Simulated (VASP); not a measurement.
Write the native input for VASP 6.6.1 that does the following.

| Property | Result |
| --- | --- |
| Task | single point |
| Functional | r2SCAN |
| Potentials or basis | VASP PAW PBE potentials, release 64 (Se, Pt) |
| Cutoff | 520 eV |
| k mesh | 9 × 9 × 1 |
| Occupations | gaussian, width 0.02 eV |
| Spin | no spin polarisation |
| Dipole correction | yes |
| Further INCAR settings | ALGO = Normal; EDIFF = 1e-06; NBANDS = 18 |

The system is PtSe2, a slab with vacuum.

```
Se Pt
1.0
     3.70690    0.00000    0.00000
    -1.85345    3.21027    0.00000
     0.00000    0.00000   31.12150
Se Pt
2 1
Cartesian
  1.8535 1.0701 14.2360
  0.0000 2.1402 16.8855
  0.0000 0.0000 15.5608
```

These files were run (other wordings do the same):

POSCAR

```
PtSe2
1.0
    3.7069017943      0.0000000000      0.0000000000
   -1.8534508971      3.2102711232      0.0000000000
    0.0000000000      0.0000000000     31.1215005226
Se Pt
2 1
Direct
    0.6666666667      0.3333333333      0.4574342089
    0.3333333333      0.6666666667      0.5425657911
    0.0000000000      0.0000000000      0.5000000000
```

INCAR.step1

```
SYSTEM = PtSe2
ALGO     = Normal         ! electronic algorithm
DIPOL    = 0.5 0.5 0.500
EDIFF    = 1E-4           ! SCF threshold, eV
ENCUT    = 520            ! plane-wave cutoff, eV
GGA      = PE             ! functional
IDIPOL   = 3            
ISMEAR   = 0              ! smearing method
LASPH    = .TRUE.         ! aspherical terms in the spheres
LCHARG   = .FALSE.        ! write CHGCAR
LDIPOL   = .TRUE.       
LREAL    = .FALSE.        ! projectors in reciprocal space
LWAVE    = .TRUE.         ! write WAVECAR
NBANDS   = 18             ! bands
NELM     = 80             ! most SCF steps
PREC     = Accurate       ! precision mode
SIGMA    = 0.02           ! smearing width, eV
```

INCAR.step2

```
SYSTEM = PtSe2
ALGO     = Normal         ! electronic algorithm
DIPOL    = 0.5 0.5 0.500
EDIFF    = 1E-6           ! SCF threshold, eV
ENCUT    = 520            ! plane-wave cutoff, eV
IDIPOL   = 3            
ISIF     = 2              ! what is computed and relaxed
ISMEAR   = 0              ! smearing method
ISTART   = 1            
LASPH    = .TRUE.         ! aspherical terms in the spheres
LCHARG   = .FALSE.        ! write CHGCAR
LDIPOL   = .TRUE.       
LMIXTAU  = .TRUE.       
LREAL    = .FALSE.        ! projectors in reciprocal space
LWAVE    = .FALSE.        ! write WAVECAR
METAGGA  = R2SCAN         ! meta-GGA
NBANDS   = 18             ! bands
NELM     = 80             ! most SCF steps
PREC     = Accurate       ! precision mode
SIGMA    = 0.02           ! smearing width, eV
```

KPOINTS

```
k-points
0
G
  9 9 1
  0 0 0
```

Potentials or basis: VASP PAW PBE potentials, release 64 (Se, Pt).

Command:

```bash
$ cat potpaw_PBE.64/Se/POTCAR potpaw_PBE.64/Pt/POTCAR > POTCAR
$ cp INCAR.step1 INCAR
$ mpirun -np 1 vasp_std > vasp.out
$ cp INCAR.step2 INCAR
$ mpirun -np 1 vasp_std > vasp.out
```

Results of the run:

```
Largest force          : 0.097 eV/Å
Band gap on the k mesh : 1.57 eV (least direct gap 1.81 eV)
```

Caveat: the PAW data sets were made with another functional, which shifts forces and pressure a little; spin-orbit coupling is left out, which moves the levels of the heavy elements.

It took 3.8 min on 1 thread of Intel(R) Xeon(R) 6975P-C (Granite Rapids), on a shared host, peak memory 0.53 GiB.
